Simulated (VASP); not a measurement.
Input of a VASP 6.6.1 run:

Contents of INCAR:

```
ALGO     = Normal         # electronic algorithm
EDIFF    = 1E-6           # SCF threshold, eV
EDIFFG   = -0.04          # ionic threshold
ENCUT    = 600            # plane-wave cutoff, eV
GGA      = PE             # functional
IBRION   = 2              # ionic algorithm
ISIF     = 3              # what is computed and relaxed
ISMEAR   = 0              # smearing method
LASPH    = True           # aspherical terms in the spheres
LCHARG   = False          # write CHGCAR
LREAL    = False          # projectors in reciprocal space
LWAVE    = False          # write WAVECAR
NELM     = 80             # most SCF steps
NSW      = 90             # ionic steps
PREC     = Accurate       # precision mode
SIGMA    = 0.1            # smearing width, eV
```

The input KPOINTS:

```
k-points
0
Gamma
  6 6 6
```

Contents of POSCAR:

```
Al4Cl
1.0
   -2.1756775000      2.1756775000      5.3329403600
    2.1756775000     -2.1756775000      5.3329403600
    2.1756775000      2.1756775000     -5.3329403600
Al Cl
4 1
Direct
    0.2500000000      0.7500000000      0.5000000000
    0.7500000000      0.2500000000      0.5000000000
    0.3848880500      0.3848880500      0.0000000000
    0.6151119500      0.6151119500      0.0000000000
    0.0000000000      0.0000000000      0.0000000000
```

Potentials or basis: VASP PAW PBE potentials, release 64 (Al, Cl).

Run with:

```sh
$ cat potpaw_PBE.64/Al/POTCAR potpaw_PBE.64/Cl/POTCAR > POTCAR
$ mpirun -np 1 vasp_std > vasp.out
```

Estimate the relaxed cell.

a = 7.145 Å, b = 7.145 Å, c = 7.145 Å, α = 148.11°, β = 148.11°, γ = 45.72°.

What does it give for the relaxed volume?

20.29 Å³/atom.

Estimate the band gap on the k mesh.

zero (an odd number of electrons rules out a gap without spin polarisation).

Stress tensor (GPa, compression positive):
```
 0.06  0.00  0.00
 0.00  0.06  0.00
 0.00  0.00 -0.20
```

Caveat: a cell axis changed by over 15 % at a fixed basis, so the end point is rough.
